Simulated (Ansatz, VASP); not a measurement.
**One calculation of BeAu, two programs**

```xyz
8
Lattice="4.6196 0.0000 0.0000 0.0000 4.6196 0.0000 0.0000 0.0000 4.6196" Properties=species:S:1:pos:R:3 pbc="T T T"
Be    3.9066    3.9066    3.9066
Be    3.0229    0.7131    1.5968
Be    1.5968    3.0229    0.7131
Be    0.7131    1.5968    3.0229
Au    0.7069    0.7069    0.7069
Au    1.6029    3.9128    3.0167
Au    3.0167    1.6029    3.9128
Au    3.9128    3.0167    1.6029
```

Alike in both runs: functional LDA; k mesh 8 × 8 × 8; occupations gaussian, width 0.1 eV; no spin polarisation.

Ansatz relaxed the structure, and its values are those at the end. VASP's run is a single point on that final structure, the one shown.

```csv
,VASP,Ansatz
version,VASP 6.6.1,Ansatz 0.2.0
potentials or method,"VASP PAW LDA potentials, release 64 (Be, Au), cutoff 520 eV","scalar-relativistic, plane waves, PAW"
valence electrons in the cell,52,84
```

```tsv
	VASP	Ansatz	Ansatz less VASP
gap on the k mesh at the Fermi level (eV)	none	none	-
pressure (GPa)	0.5	0.0	-0.54
```

LDA's correlation is that of Perdew and Zunger in VASP and of Perdew and Wang (1992) in Ansatz. A gap of «none» marks a metal or a gap that the smearing closes. VASP's potentials hold 52 valence electrons a cell and Ansatz's 84, so a difference there can come from the potentials and not from the codes.

Spin-orbit coupling is off throughout.
